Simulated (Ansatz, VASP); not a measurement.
ScCu in VASP and in Ansatz

File INCAR:

```
SYSTEM = ScCu
PREC     = Accurate       ! precision mode
ENCUT    = 520            ! plane-wave cutoff, eV
EDIFF    = 1E-8           ! SCF threshold, eV
ISMEAR   = -1             ! smearing method
SIGMA    = 0.05           ! smearing width, eV
LREAL    = .FALSE.        ! projectors in reciprocal space
LASPH    = .TRUE.         ! aspherical terms in the spheres
NELM     = 80             ! most SCF steps
ALGO     = Normal         ! electronic algorithm
ISIF     = 2              ! what is computed and relaxed
LWAVE    = .FALSE.        ! write WAVECAR
LCHARG   = .FALSE.        ! write CHGCAR
GGA      = CA             ! functional
LEFG     = .TRUE.       
NBANDS   = 18             ! bands
```

The input KPOINTS:

```
regular mesh
0
G
  11 11 11
  0 0 0
```

File POSCAR:

```
ScCu
1.0
    3.1895323700      0.0000000000      0.0000000000
    0.0000000000      3.1895323700      0.0000000000
    0.0000000000      0.0000000000      3.1895323700
Sc Cu
1 1
Direct
    0.5000000000      0.5000000000      0.5000000000
    0.0000000000      0.0000000000      0.0000000000
```

Input for Ansatz:

```yaml
crystal:
  lattice:
    - [3.18953237, 0.0, 0.0]
    - [0.0, 3.18953237, 0.0]
    - [0.0, 0.0, 3.18953237]
  atoms:
    - { symbol: Sc, position: [0.5, 0.5, 0.5] }
    - { symbol: Cu, position: [0.0, 0.0, 0.0] }
kpoints:
  mp_grid: { grid: [11, 11, 11] }
scf:
  occupations: { method: fermi_dirac, width: 0.05 }
hamiltonian:
  xc: lda
  pseudopotentials: { kind: paw }
output:
  forces: true
  stress: true
  eigenvalues: true
  efg: { contact_densities: true }
```

Change from the starting cell: volume scaled by 0.94, PAW files.

Alike in both runs: task electric field gradients; functional LDA; k mesh 11 × 11 × 11; occupations fermi-dirac, width 0.05 eV; no spin polarisation.

|  | VASP | Ansatz |
| --- | --- | --- |
| version | VASP 6.6.1 | Ansatz 0.2.0 |
| potentials or method | VASP PAW LDA potentials, release 64 (Sc_sv, Cu) | PAW with Ansatz's default frozen-core files, scalar-relativistic |
| plane-wave cutoff (eV) | 520 | 420 |
| valence electrons in the cell | 22 | 30 |

|  | VASP | Ansatz | Ansatz less VASP |
| --- | --- | --- | --- |
| pressure (GPa) | -1.8 | -2.3 | -0.52 |

LDA's correlation is that of Perdew and Zunger in VASP and of Perdew and Wang (1992) in Ansatz. VASP's potentials hold 22 valence electrons a cell and Ansatz's 30, so a difference there can come from the potentials and not from the codes.
